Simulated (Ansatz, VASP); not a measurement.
## Mo: VASP beside Ansatz

Contents of INCAR:

```
SYSTEM = Mo
PREC = Accurate ; ENCUT = 500
EDIFF = 1E-7 ; ISMEAR = 0
SIGMA = 0.1 ; LREAL = .FALSE.
LASPH = .TRUE. ; NELM = 120
ALGO = Normal ; ISIF = 3
LWAVE = .FALSE. ; LCHARG = .FALSE.
GGA = PE ; IBRION = 2
NSW = 100 ; EDIFFG = -0.01
GGA_COMPAT = .FALSE. ; NELMIN = 4
```

The input KPOINTS:

```
regular mesh
0
G
  24 24 22
  0 0 0
```

The input POSCAR:

```
Mo
1.0
    2.7609135044      0.0000000000      0.0000000000
   -1.3804567522      2.3910212324      0.0000000000
    0.0000000000      0.0000000000      2.5534321546
Mo
1
Direct
    0.0000000000      0.0000000000      0.0000000000
```

Input for Ansatz:

```yaml
crystal:
  lattice:
    - [2.7609135044, 0.0, 0.0]
    - [-1.3804567522, 2.3910212324, 0.0]
    - [0.0, 0.0, 2.5534321546]
  atoms:
    - { symbol: Mo, position: [0.0, 0.0, 0.0] }
basis:
  ecutwfc: 420
kpoints:
  mp_grid: { grid: [24, 24, 22] }
hamiltonian:
  xc: pbe
scf:
  occupations: { method: gaussian, width: 0.1 }
output:
  forces: true
  stress: true
  eigenvalues: true
relax:
  adjacent_minimum: "off"
  f_tol: 0.01
  max_steps: 80
  cell: { stress_tol: 0.05 }
```

Alike in both runs: task relaxation of cell and atoms; functional PBE; k mesh 24 × 24 × 22; occupations gaussian, width 0.1 eV; no spin polarisation.

|  | VASP | Ansatz |
| --- | --- | --- |
| version | VASP 6.6.1 | Ansatz 0.2.0 |
| potentials or method | VASP PAW PBE potentials, release 64 (Mo_sv), cutoff 500 eV | scalar-relativistic, plane waves, PAW |
| valence electrons in the cell | 14 | 14 |

Ansatz gave:

```
gap on the k mesh at the Fermi level, each at its own relaxed structure (eV) : none
relaxed volume (Å³/atom)                                                     : 16.80
relaxed cell length with the largest relative difference (Å)                 : 2.522
```

**Question.** Which values does VASP return?

**Answer.** gap on the k mesh at the Fermi level, each at its own relaxed structure (eV): none; relaxed volume (Å³/atom): 16.84; relaxed cell length with the largest relative difference (Å): 2.525.

A gap of «none» marks a metal or a gap that the smearing closes.
